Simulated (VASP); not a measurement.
# Cs (P6_3/mmc) in VASP: a series of runs, part 2 of 3

VASP 6.6.1.

### 3 Single point, PBE (volume scaled by 0.4)

INCAR

```
SYSTEM = Cs
ALGO = Normal ; EDIFF = 1E-6
ENCUT = 520 ; GGA = PE
ISIF = 2 ; ISMEAR = -1
LASPH = .True. ; LCHARG = .False.
LREAL = .False. ; LWAVE = .False.
NBANDS = 16 ; NELM = 60
PREC = Accurate ; SIGMA = 0.05
```

KPOINTS

```
k-points
0
Gamma
  8 8 5
  0 0 0
```

POSCAR

```
Cs
1.0
    4.0505838870      0.0000000000      0.0000000000
   -2.0252919435      3.5079085463      0.0000000000
    0.0000000000      0.0000000000      6.5619458970
Cs
2
Direct
    0.3333333333      0.6666666667      0.2500000000
    0.6666666667      0.3333333333      0.7500000000
```

Potentials or basis: VASP PAW PBE potentials, release 64 (Cs_sv).

Started as:

```console
> cat potpaw_PBE.64/Cs_sv/POTCAR > POTCAR
> mpirun -np 1 vasp_std > vasp.out
```

OUTCAR:

```text
SYSTEM = Cs
   EDIFF = 1E-6
   ENCUT = 520
   GGA = PE
   ISIF = 2
   ISMEAR = -1
   LASPH = .True.
   LREAL = .False.
   NELM = 60
   PREC = Accurate

 ion  position               nearest neighbor table
   1  0.333  0.667  0.250-
   2  0.667  0.333  0.750-

  LATTYP: Found a hexagonal cell.
 ALAT       =     4.0505838870
 C/A-ratio  =     1.6200000000

  Lattice vectors:

 A1 = (   4.0505838870,   0.0000000000,   0.0000000000)
 A2 = (  -2.0252919435,   3.5079085463,   0.0000000000)
 A3 = (   0.0000000000,   0.0000000000,   6.5619458970)

Analysis of symmetry for initial positions (statically):
=====================================================================
 Subroutine PRICEL returns:
 Original cell was already a primitive cell.

 Routine SETGRP: Setting up the symmetry group for a
 hexagonal supercell.

 Subroutine GETGRP returns: Found 24 space group operations
 (whereof 12 operations were pure point group operations)
 out of a pool of 24 trial point group operations.

The static configuration has the point symmetry D_3d.
 The point group associated with its full space group is D_6h.

Analysis of symmetry for dynamics (positions and initial velocities):
=====================================================================
 Subroutine PRICEL returns:
 Original cell was already a primitive cell.

 Routine SETGRP: Setting up the symmetry group for a
 hexagonal supercell.

 Subroutine GETGRP returns: Found 24 space group operations
 (whereof 12 operations were pure point group operations)
 out of a pool of 24 trial point group operations.

The dynamic configuration has the point symmetry D_3d.
 The point group associated with its full space group is D_6h.

 Subroutine INISYM returns: Found 24 space group operations
 (whereof 12 operations are pure point group operations),
 and found     1 'primitive' translations

----------------------------------------------------------------------------------------
[... 105 lines left out ...]
   NUPDOWN=      -1.0000    fix difference up-down
   EMIN   =  10.00;   EMAX   =-10.00  energy-range for DOS
   EFERMI =   0.00;   METHOD = LEGACY
   ISMEAR =    -1;   SIGMA  =   0.05  broadening in eV -4-tet -1-fermi 0-gaus
   EFERMI_NEDOS =   21; number of points for ismear=-14 and -15
   IALGO  =     38    algorithm
   IMIX   =      4    mixing-type and parameters
     AMIX     =   0.40;   BMIX     =  1.00
     AMIX_MAG =   1.60;   BMIX_MAG =  1.00
  volume/ion in A,a.u.               =      46.62       314.60
  Fermi-wavevector in a.u.,A,eV,Ry     =   0.946163  1.787990 12.180279  0.895225
  Thomas-Fermi vector in A             =   2.074135
   LORBIT       =      0    0 simple, 1 ext, 2 COOP (PROOUT), +10 PAW based schemes
   GGA     = PE    functional components
   LHFCALC =     F    Hartree Fock is set to
   AEXX    =    0.0000 exact exchange contribution
   IVDW    =     0    specifies the selected vdW correction
   LEPSILON=     F    determine dielectric tensor
   LRPA    =     F    only Hartree local field effects (RPA)
 non-spin polarized calculation
  energy-cutoff  :      520.00
  volume of cell :       93.24
 maximum number of plane-waves:      2539
   NGX = 15   NGY = 15   NGZ = 25

 number of electron      17.9999996 magnetization

 Free energy of the ion-electron system (eV)
  ---------------------------------------------------
  ext. energy  EPLUGINS =         0.00000000
  ---------------------------------------------------
  free energy    TOTEN  =        -0.16019308 eV

  energy without entropy =       -0.12620781  energy(sigma->0) =       -0.14320044

 E-fermi :   3.9077     XC(G=0):  -8.3326

 val. band max:        3.9021429279   @ k =   0.1250  -0.0000   0.2000
 cond. band min:       3.9259630549   @ k =   0.5000  -0.0000   0.0000
 fundamental gap:      0.0238201270
 Fermi energy:         3.9076571129

 k-point     1 :       0.0000    0.0000    0.0000
  band No.  band energies     occupation
      1     -20.0487      2.00000
      2     -19.7744      2.00000
      3      -7.7775      2.00000
      4      -6.1814      2.00000
      5      -6.1814      2.00000
      6      -5.9509      2.00000
[... 433 lines left out ...]
      3      -7.5681      2.00000
      4      -7.4559      2.00000
      5      -6.5648      2.00000
      6      -6.4061      2.00000
[... 8 lines left out ...]
     15       7.5144      0.00000
     16       8.5177      0.00000

 [... further k-points ...]
[... 5 lines left out ...]
  --------------------------------------------------------------------------------------
  -------------------------------------------------------------------------------------
  Total        3.2919213      3.2919213      3.3235595      0.0000000     -0.0000000      0.0000000
  in kB       56.5667847     56.5667847     57.1104399      0.0000000     -0.0000000      0.0000000
  external PRESSURE =      56.7480031 kB  Pullay stress =       0.0000000 kB

 VOLUME and BASIS-vectors are now :
 -----------------------------------------------------------------------------
  energy-cutoff  :      520.00
  volume of cell :       93.24
      direct lattice vectors                 reciprocal lattice vectors
     4.050583887  0.000000000  0.000000000     0.246877988  0.142535073  0.000000000
    -2.025291944  3.507908546  0.000000000     0.000000000  0.285070146  0.000000000
     0.000000000  0.000000000  6.561945897     0.000000000  0.000000000  0.152393820

 POSITION                                       TOTAL-FORCE (eV/Angst)
 -----------------------------------------------------------------------------------
     -0.00000      2.33861      1.64049         0.000000      0.000000      0.000000
      2.02529      1.16930      4.92146        -0.000000      0.000000      0.000000
 -----------------------------------------------------------------------------------
    total drift:                               -0.000000      0.000000     -0.000000

  FREE ENERGIE OF THE ION-ELECTRON SYSTEM (eV)
  ---------------------------------------------------
  free  energy   TOTEN  =        -0.1601930781 eV

  energy  without entropy=       -0.1262078105  energy(sigma->0) =       -0.14320044
```

OSZICAR:

```text
N       E                     dE             d eps       ncg     rms          rms(c)
DAV:   1     0.117950079655E+03    0.11795E+03   -0.73912E+03   960   0.931E+02
DAV:   2     0.870981279295E+01   -0.10924E+03   -0.10393E+03  1416   0.168E+02
DAV:   3    -0.142947227821E+00   -0.88528E+01   -0.88038E+01  1224   0.526E+01
DAV:   4    -0.226814823013E+00   -0.83868E-01   -0.83842E-01  1152   0.589E+00
DAV:   5    -0.227234172384E+00   -0.41935E-03   -0.41935E-03  1296   0.433E-01    0.959E-01
DAV:   6    -0.175606820042E+00    0.51627E-01   -0.49518E-02  1032   0.110E+00    0.461E-01
DAV:   7    -0.160029440839E+00    0.15577E-01   -0.46403E-02   984   0.106E+00    0.144E-01
DAV:   8    -0.160210784152E+00   -0.18134E-03   -0.97983E-04  1232   0.172E-01    0.180E-02
DAV:   9    -0.160204150574E+00    0.66336E-05   -0.31086E-05  1256   0.324E-02    0.773E-03
DAV:  10    -0.160192531795E+00    0.11619E-04   -0.26840E-06  1264   0.101E-02    0.180E-03
DAV:  11    -0.160193078118E+00   -0.54632E-06   -0.28930E-07   760   0.316E-03
   1 F= -.16019308E+00 E0= -.14320044E+00  d E =-.339853E-01
```

Run time: 32 s. Hardware: 1 thread of Intel Xeon 6975P-C, shared host; peak memory 0.21 GiB.

Results:

* Free energy: -0.1602 eV
* Pressure: 5.7 GPa
* Band gap on the k mesh: zero (band 9 reaches 4.12 eV, above the bottom of band 10 at 3.44 eV)

Caveat: the cell differs from its parent crystal (volume scaled by 0.4); spin-orbit coupling is left out, which moves the levels of the heavy elements.

### 4 Single point, PBE

This run uses another cell than the first one, of 52.45 Å³/atom, 1.125 times its volume.

INCAR

```
ALGO = Normal
EDIFF = 1E-6
ENCUT = 520
GGA = PE
ISIF = 2
ISMEAR = -1
LASPH = T
LCHARG = F
LREAL = F
LWAVE = F
NBANDS = 16
NELM = 100
PREC = Accurate
SIGMA = 0.05
```

KPOINTS

```
k-points
0
Gamma
  8 8 5
```

POSCAR

```
Cs
1.0
    4.2127770087      0.0000000000      0.0000000000
   -2.1063885043      3.6483719100      0.0000000000
    0.0000000000      0.0000000000      6.8246987541
Cs
2
Direct
    0.3333333333      0.6666666667      0.2500000000
    0.6666666667      0.3333333333      0.7500000000
```

Potentials or basis: VASP PAW PBE potentials, release 64 (Cs_sv).

Started as:

```console
> cat potpaw_PBE.64/Cs_sv/POTCAR > POTCAR
> mpirun -np 1 vasp_std > vasp.out
```

OUTCAR:

```text
EDIFF = 1E-6
   ENCUT = 520
   GGA = PE
   ISIF = 2
   ISMEAR = -1
   LASPH = T
   LREAL = F
   NELM = 100
   PREC = Accurate

 ion  position               nearest neighbor table
   1  0.333  0.667  0.250-
   2  0.667  0.333  0.750-

  LATTYP: Found a hexagonal cell.
 ALAT       =     4.2127770087
 C/A-ratio  =     1.6200000000

  Lattice vectors:

 A1 = (   4.2127770087,   0.0000000000,   0.0000000000)
 A2 = (  -2.1063885043,   3.6483719100,   0.0000000000)
 A3 = (   0.0000000000,   0.0000000000,   6.8246987541)

Analysis of symmetry for initial positions (statically):
=====================================================================
 Subroutine PRICEL returns:
 Original cell was already a primitive cell.

 Routine SETGRP: Setting up the symmetry group for a
 hexagonal supercell.

 Subroutine GETGRP returns: Found 24 space group operations
 (whereof 12 operations were pure point group operations)
 out of a pool of 24 trial point group operations.

The static configuration has the point symmetry D_3d.
 The point group associated with its full space group is D_6h.

Analysis of symmetry for dynamics (positions and initial velocities):
=====================================================================
 Subroutine PRICEL returns:
 Original cell was already a primitive cell.

 Routine SETGRP: Setting up the symmetry group for a
 hexagonal supercell.

 Subroutine GETGRP returns: Found 24 space group operations
 (whereof 12 operations were pure point group operations)
 out of a pool of 24 trial point group operations.

The dynamic configuration has the point symmetry D_3d.
 The point group associated with its full space group is D_6h.

 Subroutine INISYM returns: Found 24 space group operations
[... 103 lines left out ...]
   ISIF   =      2    stress and relaxation
   ISYM   =      2    0-nonsym 1-usesym 2-fastsym
   POTIM  = 0.5000    time-step for ionic-motion
   TEBEG  =    0.0;   TEEND  =   0.0 temperature during run
   PSTRESS=    0.0 pullay stress
   NELECT =      18.0000    total number of electrons
   NUPDOWN=      -1.0000    fix difference up-down
   EMIN   =  10.00;   EMAX   =-10.00  energy-range for DOS
   EFERMI =   0.00;   METHOD = LEGACY
   ISMEAR =    -1;   SIGMA  =   0.05  broadening in eV -4-tet -1-fermi 0-gaus
   EFERMI_NEDOS =   21; number of points for ismear=-14 and -15
   IALGO  =     38    algorithm
   IMIX   =      4    mixing-type and parameters
     AMIX     =   0.40;   BMIX     =  1.00
     AMIX_MAG =   1.60;   BMIX_MAG =  1.00
  volume/ion in A,a.u.               =      52.45       353.93
  Fermi-wavevector in a.u.,A,eV,Ry     =   0.909736  1.719151 11.260445  0.827619
  Thomas-Fermi vector in A             =   2.033815
   LORBIT       =      0    0 simple, 1 ext, 2 COOP (PROOUT), +10 PAW based schemes
   GGA     = PE    functional components
   LHFCALC =     F    Hartree Fock is set to
   AEXX    =    0.0000 exact exchange contribution
   IVDW    =     0    specifies the selected vdW correction
   LEPSILON=     F    determine dielectric tensor
   LRPA    =     F    only Hartree local field effects (RPA)
 non-spin polarized calculation
  energy-cutoff  :      520.00
  volume of cell :      104.89
 maximum number of plane-waves:      2848
 NGX is ok and might be reduce to    32
   NGX = 15   NGY = 15   NGZ = 25

 number of electron      17.9999999 magnetization

 Free energy of the ion-electron system (eV)
  ---------------------------------------------------
  ext. energy  EPLUGINS =         0.00000000
  ---------------------------------------------------
  free energy    TOTEN  =        -0.53829517 eV

  energy without entropy =       -0.51574480  energy(sigma->0) =       -0.52701999

 E-fermi :   3.3268     XC(G=0):  -7.8679

 val. band max:        3.2513755336   @ k =   0.1250   0.0000   0.2000
 cond. band min:       3.3495263756   @ k =   0.3750   0.2500   0.0000
 fundamental gap:      0.0981508420
 Fermi energy:         3.3268213881

 k-point     1 :       0.0000    0.0000    0.0000
  band No.  band energies     occupation
      1     -20.5345      2.00000
      2     -20.3540      2.00000
      3      -8.0818      2.00000
      4      -6.8720      2.00000
      5      -6.8720      2.00000
      6      -6.6975      2.00000
[... 433 lines left out ...]
      3      -7.9185      2.00000
      4      -7.8323      2.00000
      5      -7.1570      2.00000
      6      -7.0383      2.00000
[... 8 lines left out ...]
     15       6.7429      0.00000
     16       7.6139      0.00000

 [... further k-points ...]
[... 5 lines left out ...]
  --------------------------------------------------------------------------------------
  -------------------------------------------------------------------------------------
  Total        2.9856764      2.9856764      3.0135574      0.0000000      0.0000000      0.0000000
  in kB       45.6039293     45.6039293     46.0297892      0.0000000      0.0000000      0.0000000
  external PRESSURE =      45.7458826 kB  Pullay stress =       0.0000000 kB

 VOLUME and BASIS-vectors are now :
 -----------------------------------------------------------------------------
  energy-cutoff  :      520.00
  volume of cell :      104.89
      direct lattice vectors                 reciprocal lattice vectors
     4.212777009  0.000000000  0.000000000     0.237373115  0.137047432  0.000000000
    -2.106388504  3.648371910  0.000000000     0.000000000  0.274094863  0.000000000
     0.000000000  0.000000000  6.824698754     0.000000000  0.000000000  0.146526614

 POSITION                                       TOTAL-FORCE (eV/Angst)
 -----------------------------------------------------------------------------------
     -0.00000      2.43225      1.70617         0.000000     -0.000000      0.000000
      2.10639      1.21612      5.11852        -0.000000      0.000000      0.000000
 -----------------------------------------------------------------------------------
    total drift:                                0.000000     -0.000000      0.000000

  FREE ENERGIE OF THE ION-ELECTRON SYSTEM (eV)
  ---------------------------------------------------
  free  energy   TOTEN  =        -0.5382951707 eV

  energy  without entropy=       -0.5157448026  energy(sigma->0) =       -0.52701999
```

stdout:

```text
POSCAR found type information on POSCAR Cs
 POSCAR found :  1 types and       2 ions
 scaLAPACK will be used
 LDA part: xc-table for (Slater+PW92), standard interpolation
 POSCAR, INCAR and KPOINTS ok, starting setup
 FFT: planning ... GRIDC
 FFT: planning ... GRID_SOFT
 FFT: planning ... GRID
 WAVECAR not read
 entering main loop
```

Run time: 31 s. Hardware: 1 thread of Intel Xeon 6975P-C, shared host; peak memory 0.23 GiB.

Results:

| Item | Value |
| --- | --- |
| Free energy | -0.5383 eV |
| Pressure | 4.6 GPa |
| Band gap on the k mesh | zero (band 9 reaches 3.57 eV, above the bottom of band 10 at 2.72 eV) |

Caveat: spin-orbit coupling is left out, which moves the levels of the heavy elements.

(Continued in part 3 of 3.)
